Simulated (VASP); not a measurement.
# BaTe (I4/mmm) in VASP: settings compared

BaTe is run at these levels: PBE, r2SCAN; tasks: single point.

Program: VASP 6.6.1. These are calculated values, not measurements. Logs are shortened: lines on timing, memory, paths and dates and some standing lists are left out, and cuts for length are marked.

## Step 1: The cell of the first run

It takes space group I4/mmm (No. 139, tetragonal). Conventional cell: a = 4.996 Å, b = 4.996 Å, c = 6.820 Å, α = 90.00°, β = 90.00°, γ = 90.00°. Within 4.5 Å of Ba (site symmetry 4/mmm) lie 6 Te at 3.41 to 3.53 Å. Within 4.5 Å of Te (site symmetry 4/mmm) lie 6 Ba at 3.41 to 3.53 Å.

## Step 2: Single point, PBE (uniaxial x strain -3.5%)

Contents of INCAR:

```
ALGO = Normal
EDIFF = 1E-7
ENCUT = 520
GGA = PE
ISIF = 2
ISMEAR = -1
LASPH = T
LCHARG = F
LREAL = F
LWAVE = F
NBANDS = 15
NELM = 100
PREC = Accurate
SIGMA = 0.02
```

Contents of KPOINTS:

```
k-points
0
Gamma
  6 6 6
```

Contents of POSCAR:

```
BaTe
1.0
    0.0000000000      3.5323868345      3.5323868345
    3.4101662500      0.0000000000      3.5323868345
    3.4101662500      3.5323868345      0.0000000000
Ba Te
1 1
Direct
    0.0000000000      0.0000000000      0.0000000000
    0.5000000000      0.5000000000      0.5000000000
```

Potentials or basis: VASP PAW PBE potentials, release 64 (Ba_sv, Te).

The run is started by

```sh
cat potpaw_PBE.64/Ba_sv/POTCAR potpaw_PBE.64/Te/POTCAR > POTCAR
mpirun -np 1 vasp_std > vasp.out
```

OUTCAR:

```text
EDIFF = 1E-7
   ENCUT = 520
   GGA = PE
   ISIF = 2
   ISMEAR = -1
   LASPH = T
   LREAL = F
   NELM = 100
   PREC = Accurate

 ion  position               nearest neighbor table
   1  0.000  0.000  0.000-   2 3.41   2 3.41   2 3.53   2 3.53   2 3.53   2 3.53
   2  0.500  0.500  0.500-   1 3.41   1 3.41   1 3.53   1 3.53   1 3.53   1 3.53

  LATTYP: Found a body centered tetragonal cell.
 ALAT       =     4.9955493689
 C/A-ratio  =     1.3652817731

  Lattice vectors:

 A1 = (  -3.4101662500,   0.0000000000,  -3.5323868345)
 A2 = (  -3.4101662500,   0.0000000000,   3.5323868345)
 A3 = (   3.4101662500,   3.5323868345,   0.0000000000)

Analysis of symmetry for initial positions (statically):
=====================================================================
 Subroutine PRICEL returns:
 Original cell was already a primitive cell.

 Routine SETGRP: Setting up the symmetry group for a
 body centered tetragonal supercell.

 Subroutine GETGRP returns: Found 16 space group operations
 (whereof 16 operations were pure point group operations)
 out of a pool of 16 trial point group operations.

The static configuration has the point symmetry D_4h.

Analysis of symmetry for dynamics (positions and initial velocities):
=====================================================================
 Subroutine PRICEL returns:
 Original cell was already a primitive cell.

 Routine SETGRP: Setting up the symmetry group for a
 body centered tetragonal supercell.

 Subroutine GETGRP returns: Found 16 space group operations
 (whereof 16 operations were pure point group operations)
 out of a pool of 16 trial point group operations.

The dynamic configuration has the point symmetry D_4h.

 Subroutine INISYM returns: Found 16 space group operations
 (whereof 16 operations are pure point group operations),
 and found     1 'primitive' translations

----------------------------------------------------------------------------------------

                                     Primitive cell

  volume of cell :      85.1024

  direct lattice vectors                    reciprocal lattice vectors
     0.000000000  3.532386835  3.532386835    -0.146620418  0.141547351  0.141547351
     3.410166250  0.000000000  3.532386835     0.146620418 -0.141547351  0.141547351
     3.410166250  3.532386835  0.000000000     0.146620418  0.141547351 -0.141547351

  length of vectors
     4.995549369  4.909887025  4.909887025     0.248130716  0.248130716  0.248130716

  position of ions in fractional coordinates (direct lattice)
     0.000000000  0.000000000  0.000000000
     0.500000000  0.500000000  0.500000000

  ion indices of the primitive-cell ions
   primitive index   ion index
                 1           1
                 2           2

----------------------------------------------------------------------------------------

 KPOINTS: k-points

Automatic generation of k-mesh.
 Grid dimensions read from file:
 generate k-points for:    6    6    6

 Generating k-lattice:

  Cartesian coordinates                     Fractional coordinates (reciprocal lattice)
    -0.024436736  0.023591225  0.023591225     0.166666667 -0.000000000 -0.000000000
     0.024436736 -0.023591225  0.023591225     0.000000000  0.166666667  0.000000000
     0.024436736  0.023591225 -0.023591225     0.000000000  0.000000000  0.166666667

  Length of vectors
     0.041355119  0.041355119  0.041355119

  Shift w.r.t. Gamma in fractional coordinates (k-lattice)
     0.000000000  0.000000000  0.000000000

 Subroutine IBZKPT returns following result:
 ===========================================

 Found     30 irreducible k-points:

 Following reciprocal coordinates:
            Coordinates               Weight
  0.000000  0.000000  0.000000      1.000000
  0.166667 -0.000000 -0.000000      8.000000
  0.333333 -0.000000 -0.000000      8.000000
  0.500000 -0.000000 -0.000000      4.000000
  0.166667  0.166667  0.000000      4.000000
  0.333333  0.166667 -0.000000     16.000000
[... 16 lines left out ...]
 -0.333333  0.500000  0.166667      4.000000
  0.333333 -0.333333  0.166667      8.000000
 [... further k-points ...]
   k-points           NKPTS =     30   k-points in BZ     NKDIM =     30   number of bands    NBANDS=     15
   number of dos      NEDOS =    301   number of ions     NIONS =      2
   total plane-waves  NPLWV =  64000
   dimension x,y,z NGX =    40 NGY =   40 NGZ =   40
   dimension x,y,z NGXF=    80 NGYF=   80 NGZF=   80
   ions per type =               1   1
   NGX,Y,Z   is equivalent  to a cutoff of  13.31, 13.54, 13.54 a.u.
   NGXF,Y,Z  is equivalent  to a cutoff of  26.62, 27.09, 27.09 a.u.
 SYSTEM =  unknown system
   PREC   = accura    normal or accurate (medium, high low for compatibility)
   ISTART =      0    job   : 0-new  1-cont  2-samecut
   ICHARG =      2    charge: 1-file 2-atom 10-const
   ISPIN  =      1    spin polarized calculation?
   LNONCOLLINEAR =      F non collinear calculations
   LSORBIT =      F    spin-orbit coupling
   LASPH  =      T    aspherical Exc in radial PAW
   ENCUT  =  520.0 eV  38.22 Ry    6.18 a.u.   9.29  9.13  9.13*2*pi/ulx,y,z
   NELM   =    100;   NELMIN=  2; NELMDL= -5     # of ELM steps
   EDIFF  = 0.1E-06   stopping-criterion for ELM
   LREAL  =      F    real-space projection
   EDIFFG = 0.1E-05   stopping-criterion for IOM
   NSW    =      0    number of steps for IOM
   IBRION =     -1    ionic relax: 0-MD 1-quasi-New 2-CG
   NFREE  =      0    steps in history (QN), initial steepest desc. (CG)
   ISIF   =      2    stress and relaxation
   ISYM   =      2    0-nonsym 1-usesym 2-fastsym
   POTIM  = 0.5000    time-step for ionic-motion
   TEBEG  =    0.0;   TEEND  =   0.0 temperature during run
   PSTRESS=    0.0 pullay stress
   NELECT =      16.0000    total number of electrons
   NUPDOWN=      -1.0000    fix difference up-down
   EMIN   =  10.00;   EMAX   =-10.00  energy-range for DOS
   EFERMI =   0.00;   METHOD = LEGACY
   ISMEAR =    -1;   SIGMA  =   0.02  broadening in eV -4-tet -1-fermi 0-gaus
   EFERMI_NEDOS =   21; number of points for ismear=-14 and -15
   IALGO  =     38    algorithm
   IMIX   =      4    mixing-type and parameters
     AMIX     =   0.40;   BMIX     =  1.00
     AMIX_MAG =   1.60;   BMIX_MAG =  1.00
  volume/ion in A,a.u.               =      42.55       287.15
  Fermi-wavevector in a.u.,A,eV,Ry     =   0.937852  1.772283 11.967218  0.879566
  Thomas-Fermi vector in A             =   2.065004
   LORBIT       =      0    0 simple, 1 ext, 2 COOP (PROOUT), +10 PAW based schemes
   GGA     = PE    functional components
   LHFCALC =     F    Hartree Fock is set to
   AEXX    =    0.0000 exact exchange contribution
   IVDW    =     0    specifies the selected vdW correction
   LEPSILON=     F    determine dielectric tensor
   LRPA    =     F    only Hartree local field effects (RPA)
 non-spin polarized calculation
  energy-cutoff  :      520.00
  volume of cell :       85.10
 maximum number of plane-waves:      2313
 NGX is ok and might be reduce to    40
   NGX = 19   NGY = 19   NGZ = 19

 number of electron      16.0000000 magnetization

 Free energy of the ion-electron system (eV)
  ---------------------------------------------------
  ext. energy  EPLUGINS =         0.00000000
  ---------------------------------------------------
  free energy    TOTEN  =        -8.59539297 eV

  energy without entropy =       -8.59539297  energy(sigma->0) =       -8.59539297

 E-fermi :   2.8786     XC(G=0):  -8.2743

 val. band max:        2.3962118748   @ k =   0.0000   0.0000   0.0000
 cond. band min:       3.8245317841   @ k =   0.0000   0.5000   0.5000
 fundamental gap:      1.4283199093
 Fermi energy:         2.8785781028

 k-point     1 :       0.0000    0.0000    0.0000
  band No.  band energies     occupation
      1     -24.6711      2.00000
      2      -9.8338      2.00000
      3      -9.8241      2.00000
      4      -9.8241      2.00000
      5      -7.2355      2.00000
      6       2.2943      2.00000
      7       2.2943      2.00000
      8       2.3962      2.00000
      9       5.1758      0.00000
     10       5.1758      0.00000
     11       5.1946      0.00000
     12       5.3975      0.00000
     13       5.7952      0.00000
     14       6.0324      0.00000
     15       9.3184      0.00000

 k-point     2 :       0.1667   -0.0000   -0.0000
  band No.  band energies     occupation
      1     -24.6677      2.00000
      2      -9.9553      2.00000
      3      -9.8304      2.00000
      4      -9.8293      2.00000
      5      -7.0332      2.00000
      6       1.5169      2.00000
      7       1.9205      2.00000
      8       1.9622      2.00000
      9       5.2853      0.00000
     10       5.5346      0.00000
     11       5.6512      0.00000
     12       6.2426      0.00000
     13       6.5386      0.00000
     14       6.8766      0.00000
     15      10.1515      0.00000

 k-point     3 :       0.3333   -0.0000   -0.0000
  band No.  band energies     occupation
      1     -24.6607      2.00000
      2     -10.1717      2.00000
      3      -9.8398      2.00000
      4      -9.8321      2.00000
      5      -6.6530      2.00000
      6       0.4779      2.00000
      7       1.3909      2.00000
      8       1.3933      2.00000
      9       5.7330      0.00000
     10       6.4461      0.00000
     11       6.4720      0.00000
     12       7.6499      0.00000
     13       8.1582      0.00000
     14       8.5112      0.00000
     15      10.4076      0.00000
[... 343 lines left out ...]
 k-point    23 :      -0.3333    0.5000    0.1667
  band No.  band energies     occupation
      1     -24.6529      2.00000
      2     -10.0086      2.00000
      3      -9.9575      2.00000
      4      -9.9480      2.00000
      5      -6.8906      2.00000
      6       1.2148      2.00000
      7       1.2605      2.00000
      8       1.6631      2.00000
      9       4.8335      0.00000
     10       6.7833      0.00000
     11       7.1786      0.00000
     12       7.6555      0.00000
     13       8.1609      0.00000
     14       8.6605      0.00000
     15      10.4884      0.00000

 k-point    24 :       0.3333   -0.3333    0.1667
  band No.  band energies     occupation
      1     -24.6544      2.00000
      2     -10.1195      2.00000
      3      -9.9369      2.00000
      4      -9.8965      2.00000
      5      -6.6798      2.00000
      6       0.6770      2.00000
      7       1.2875      2.00000
      8       1.3147      2.00000
      9       6.0428      0.00000
     10       6.1570      0.00000
     11       7.5818      0.00000
     12       7.5968      0.00000
     13       7.7658      0.00000
     14       9.6154      0.00000
     15      10.8451      0.00000

 [... further k-points ...]
[... 5 lines left out ...]
  --------------------------------------------------------------------------------------
  -------------------------------------------------------------------------------------
  Total        1.7879727      0.3387331      0.3387331     -0.0000000      0.0000000     -0.0000000
  in kB       33.6611855      6.3771429      6.3771429     -0.0000000      0.0000000     -0.0000000
  external PRESSURE =      15.4718238 kB  Pullay stress =       0.0000000 kB

 VOLUME and BASIS-vectors are now :
 -----------------------------------------------------------------------------
  energy-cutoff  :      520.00
  volume of cell :       85.10
      direct lattice vectors                 reciprocal lattice vectors
     0.000000000  3.532386835  3.532386835    -0.146620418  0.141547351  0.141547351
     3.410166250  0.000000000  3.532386835     0.146620418 -0.141547351  0.141547351
     3.410166250  3.532386835  0.000000000     0.146620418  0.141547351 -0.141547351

 POSITION                                       TOTAL-FORCE (eV/Angst)
 -----------------------------------------------------------------------------------
      0.00000      0.00000      0.00000         0.000000      0.000000     -0.000000
      3.41017      3.53239      3.53239         0.000000      0.000000      0.000000
 -----------------------------------------------------------------------------------
    total drift:                                0.000000     -0.000000     -0.000000

  FREE ENERGIE OF THE ION-ELECTRON SYSTEM (eV)
  ---------------------------------------------------
  free  energy   TOTEN  =        -8.5953929738 eV

  energy  without entropy=       -8.5953929738  energy(sigma->0) =       -8.59539297
```

Run time: 40 s. Hardware: 1 thread of Intel Xeon Platinum 8259CL at 2.50GHz (Skylake/Cascade Lake), shared host; peak memory 0.25 GiB.

What came out:

```
Free energy            : -8.5954 eV
Pressure               : 1.5 GPa
Band gap on the k mesh : 1.43 eV, indirect (least direct gap 1.81 eV)
```

Caveat: the cell differs from its parent crystal (uniaxial x strain -3.5%); spin-orbit coupling is left out, which moves the levels of the heavy elements. A k mesh can miss the band edges.

## Step 3: Single point, r2SCAN (uniaxial x strain -3.5%)

POSCAR is that of step 2.

Contents of INCAR.step1:

```
PREC     = Accurate       # precision mode
ENCUT    = 520            # plane-wave cutoff, eV
ISMEAR   = 0              # smearing method
SIGMA    = 0.01           # smearing width, eV
LREAL    = F              # projectors in reciprocal space
LASPH    = T              # aspherical terms in the spheres
NELM     = 80             # most SCF steps
NBANDS   = 15             # bands
GGA      = PE             # functional
ALGO     = Normal         # electronic algorithm
EDIFF    = 1E-4           # SCF threshold, eV
LWAVE    = T              # write WAVECAR
LCHARG   = F              # write CHGCAR
```

Contents of INCAR.step2:

```
PREC     = Accurate       # precision mode
ENCUT    = 520            # plane-wave cutoff, eV
EDIFF    = 1E-7           # SCF threshold, eV
ISMEAR   = 0              # smearing method
SIGMA    = 0.01           # smearing width, eV
LREAL    = F              # projectors in reciprocal space
LASPH    = T              # aspherical terms in the spheres
NELM     = 80             # most SCF steps
ALGO     = Normal         # electronic algorithm
ISIF     = 2              # what is computed and relaxed
LWAVE    = F              # write WAVECAR
LCHARG   = F              # write CHGCAR
METAGGA  = R2SCAN         # meta-GGA
LMIXTAU  = T            
NBANDS   = 15             # bands
ISTART   = 1
```

Contents of KPOINTS:

```
Automatic mesh
0
Gamma
  6 6 6
```

Potentials or basis: VASP PAW PBE potentials, release 64 (Ba_sv, Te).

The run is started by

```sh
cat potpaw_PBE.64/Ba_sv/POTCAR potpaw_PBE.64/Te/POTCAR > POTCAR
cp INCAR.step1 INCAR
mpirun -np 1 vasp_std > vasp.out
cp INCAR.step2 INCAR
mpirun -np 1 vasp_std > vasp.out
```

Run time: 2.9 min. Hardware: 1 thread of Intel Xeon Platinum 8259CL at 2.50GHz (Skylake/Cascade Lake), shared host; peak memory 0.27 GiB.

Results (log left out):

```yaml
Free_energy: -55.9935 eV
Pressure: 1.6 GPa
Band_gap_on_the_k_mesh: 1.77 eV, indirect (least direct gap 2.17 eV)
```

Stress tensor (GPa, compression positive):
```
3.60 0.00 0.00
0.00 0.64 0.00
0.00 0.00 0.64
```

Levels at points of the mesh, in eV from the valence-band top:
| k point | band 5 | band 6 | band 7 | band 8 | band 9 | band 10 | band 11 | band 12 |
| --- | --- | --- | --- | --- | --- | --- | --- | --- |
| (0.00, 0.00, 0.00) | -9.91 | -0.11 | -0.11 | 0.00 | 3.19 | 3.19 | 3.41 | 3.44 |
| (0.50, 0.00, 0.00) | -9.10 | -2.32 | -1.22 | -1.21 | 4.58 | 5.20 | 5.33 | 5.41 |
| (0.50, 0.50, 0.00) | -9.70 | -1.27 | -0.47 | -0.38 | 1.79 | 4.80 | 5.41 | 6.12 |
| (0.00, 0.50, 0.50) | -9.69 | -1.11 | -0.53 | -0.53 | 1.77 | 4.94 | 5.30 | 6.19 |

Caveat: the cell differs from its parent crystal (uniaxial x strain -3.5%); the PAW data sets were made with another functional, which shifts forces and pressure a little; spin-orbit coupling is left out, which moves the levels of the heavy elements.
